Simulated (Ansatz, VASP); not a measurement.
## One calculation of HfS2, two programs

INCAR

```
ALGO = Normal ; EDIFF = 1E-6
ENCUT = 500 ; GGA = PS
GGA_COMPAT = F ; ISIF = 2
ISMEAR = 0 ; IVDW = 12
LASPH = T ; LCHARG = F
LREAL = F ; LWAVE = F
NBANDS = 18 ; NELM = 120
PREC = Accurate ; SIGMA = 0.02
```

KPOINTS

```
k-points
0
Gamma
  12 12 6
```

The input POSCAR:

```
HfS2
1.0
    3.5473188598      0.0000000000      0.0000000000
   -1.7736594299      3.0720682479      0.0000000000
    0.0000000000      0.0000000000      5.5779095738
Hf S
1 2
Direct
    0.0000000000      0.0000000000      0.0000000000
    0.6666666667      0.3333333333      0.7381210769
    0.3333333333      0.6666666667      0.2618789231
```

Input for Ansatz:

```yaml
crystal:
  lattice:
    - [3.5473188598, 0.0, 0.0]
    - [-1.7736594299, 3.0720682479, 0.0]
    - [0.0, 0.0, 5.5779095738]
  atoms:
    - { symbol: Hf, position: [0.0, 0.0, 0.0] }
    - { symbol: S, position: [0.6666666667, 0.3333333333, 0.7381210769] }
    - { symbol: S, position: [0.3333333333, 0.6666666667, 0.2618789231] }
basis:
  ecutwfc: 420
kpoints:
  mp_grid: { grid: [12, 12, 6] }
  band_path:
    path:
      - [[0.0, 0.0, 0.0], [0.5, 0.0, 0.0], [0.33333333, 0.33333333, 0.0], [0.0, 0.0, 0.0], [0.0, 0.0, 0.5], [0.5, 0.0, 0.5], [0.33333333, 0.33333333, 0.5], [0.0, 0.0, 0.5]]
      - [[0.5, 0.0, 0.5], [0.5, 0.0, 0.0]]
      - [[0.33333333, 0.33333333, 0.5], [0.33333333, 0.33333333, 0.0]]
    npoints: 14
hamiltonian:
  xc: pbesol
  dispersion: d3bj
scf:
  occupations: { method: gaussian, width: 0.02 }
  n_extra_bands: 7
output:
  forces: true
  stress: true
  eigenvalues: true
  populations: true
  dos: { projected: true, de: 0.02, nscf_kmesh: { grid: [18, 18, 9] } }
  bader: true
  write_density: true
  write_potential: true
  elf: true
  volumetric_format: npy
```

Alike in both runs: task single point; functional PBEsol; dispersion D3(BJ); k mesh 12 × 12 × 6; occupations gaussian, width 0.02 eV; no spin polarisation.

```csv
,VASP,Ansatz
version,VASP 6.6.1,Ansatz 0.2.0
potentials or method,"VASP PAW PBE potentials, release 64 (Hf_pv, S), cutoff 500 eV","scalar-relativistic, plane waves, PAW"
valence electrons in the cell,22,38
```

```tsv
	VASP	Ansatz	Ansatz less VASP
gap on the k mesh at the Fermi level (eV)	0.48	0.45	-0.033
least direct gap on the mesh (eV)	1.52	1.50	-0.023
pressure (GPa)	-0.5	0.0	+0.46
rms of the force components (eV/Å)	0.025	0.000	-0.0249
```

VASP's potentials were made for PBE, not for PBEsol. Atom by atom the forces differ by 0.025 eV/Å (rms over components). VASP's potentials hold 22 valence electrons a cell and Ansatz's 38, so a difference there can come from the potentials and not from the codes.

Neither program's run includes spin-orbit coupling.
